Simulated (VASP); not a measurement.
Write the native input for VASP 6.6.1 that does the following.

```yaml
Task: relaxation of cell and atoms
Functional: LDA
Potentials_or_basis: VASP PAW LDA potentials, release 64 (Y_sv, Zn)
Cutoff: 600 eV
k_mesh: 4 × 4 × 4
Occupations: fermi-dirac, width 0.05 eV
Spin: no spin polarisation
Dipole_correction: no
Further_INCAR_settings: ALGO = Normal; EDIFF = 1e-06; IBRION = 2; EDIFFG = -0.02; NSW = 80; ISIF = 3
```

The structure of YZn2 lies in POSCAR:

```
YZn2
1.0
    0.0000000000      3.8369083200      3.8369083200
    3.8369083200      0.0000000000      3.8369083200
    3.8369083200      3.8369083200      0.0000000000
Y Zn
2 4
Direct
    0.0000000000      0.0000000000      0.0000000000
    0.2500000000      0.2500000000      0.2500000000
    0.1250000000      0.6250000000      0.6250000000
    0.6250000000      0.1250000000      0.6250000000
    0.6250000000      0.6250000000      0.1250000000
    0.6250000000      0.6250000000      0.6250000000
```

These files were run (other wordings do the same):

INCAR

```
SYSTEM = YZn2
PREC     = Accurate       ! precision mode
ENCUT    = 600            ! plane-wave cutoff, eV
EDIFF    = 1E-6           ! SCF threshold, eV
ISMEAR   = -1             ! smearing method
SIGMA    = 0.05           ! smearing width, eV
LREAL    = .False.        ! projectors in reciprocal space
LASPH    = .True.         ! aspherical terms in the spheres
NELM     = 60             ! most SCF steps
ALGO     = Normal         ! electronic algorithm
ISIF     = 3              ! what is computed and relaxed
LWAVE    = .False.        ! write WAVECAR
LCHARG   = .False.        ! write CHGCAR
IBRION   = 2              ! ionic algorithm
NSW      = 80             ! ionic steps
EDIFFG   = -0.02          ! ionic threshold
```

KPOINTS

```
regular mesh
0
Gamma
  4 4 4
  0 0 0
```

Potentials or basis: VASP PAW LDA potentials, release 64 (Y_sv, Zn).

Launch:

```sh
$ cat potpaw_LDA.64/Y_sv/POTCAR potpaw_LDA.64/Zn/POTCAR > POTCAR
$ mpirun -np 1 vasp_std > vasp.out
```

Results of the run:

```yaml
Relaxed_volume: 17.59 Å³/atom
Relaxed_cell: a = 5.304 Å, b = 5.304 Å, c = 5.304 Å, α = 60.00°, β = 60.00°, γ = 60.00°
Space_group_after_relaxing_to_0.05_Å: Fd-3m (No. 227)
Energy_gained_by_relaxing: 20.6 meV/atom
Ionic_steps: 3
Pressure_after_relaxing: 0.0 GPa
Band_gap_on_the_k_mesh: zero (band 35 reaches 4.64 eV, above the bottom of band 36 at 2.66 eV)
```

Run time: 110 s on 1 thread of Intel(R) Xeon(R) 6975P-C (Granite Rapids), with other jobs on the host, peak memory 0.29 GiB.
